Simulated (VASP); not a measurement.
Set up this calculation in VASP 6.6.1, as the native input.

* Task: relaxation of cell and atoms
* Functional: PBE
* Potentials or basis: VASP PAW PBE potentials, release 64 (Si, Ge_d, W_sv)
* Cutoff: 600 eV
* k mesh: 6 × 6 × 2
* Occupations: gaussian, width 0.1 eV
* Spin: no spin polarisation
* Dipole correction: no
* Further INCAR settings: ALGO = Fast; EDIFF = 1e-06; IBRION = 2; EDIFFG = -0.04; NSW = 90; ISIF = 3

The structure of SiGeW3 lies in POSCAR:

```
SiGeW3
1.0
    3.3624482889      0.0000000000      0.0000000000
    0.0000000000      3.3624482889      0.0000000000
    0.0000000000      0.0000000000      7.5999980298
Si Ge W
1 1 3
Direct
    0.5000000000      0.5000000000      0.0000000000
    0.0000000000      0.0000000000      0.5000000000
    0.0000000000      0.0000000000      0.8363031315
    0.0000000000      0.0000000000      0.1636968685
    0.5000000000      0.5000000000      0.5000000000
```

The cell was built from a structure type or drawn by symmetry, and may not be a known phase.

The input as run:

INCAR

```
PREC = Accurate ; ENCUT = 600
EDIFF = 1E-6 ; ISMEAR = 0
SIGMA = 0.1 ; LREAL = F
LASPH = T ; NELM = 100
ALGO = Fast ; ISIF = 3
LWAVE = F ; LCHARG = F
GGA = PE ; IBRION = 2
NSW = 90 ; EDIFFG = -0.04
```

KPOINTS

```
Automatic mesh
0
Gamma
  6 6 2
```

Potentials or basis: VASP PAW PBE potentials, release 64 (Si, Ge_d, W_sv).

Run with:

```sh
$ cat potpaw_PBE.64/Si/POTCAR potpaw_PBE.64/Ge_d/POTCAR potpaw_PBE.64/W_sv/POTCAR > POTCAR
$ mpirun -np 1 vasp_std > vasp.out
```

It gave:

```yaml
Relaxed_volume: 17.03 Å³/atom
Relaxed_cell: a = 3.350 Å, b = 3.350 Å, c = 7.589 Å, α = 90.00°, β = 90.00°, γ = 90.00°
Space_group_after_relaxing_to_0.1_Å: P4/mmm (No. 123)
Energy_gained_by_relaxing: 3.8 meV/atom
Ionic_steps: 5
Pressure_after_relaxing: 0.1 GPa
Largest_force_after_relaxing: 0.005 eV/Å
Band_gap_on_the_k_mesh: zero (bands 30 and 31 overlap by 2.21 eV)
```

Caveat: the k points lie up to 0.41 Å⁻¹ apart in the final cell, too coarse for converged energies and pressures of a metal; spin-orbit coupling is left out, which moves the levels of the heavy elements.

Wall time 4.4 min on 1 thread of Intel(R) Xeon(R) 6975P-C (Granite Rapids), on a shared host, peak memory 0.26 GiB.
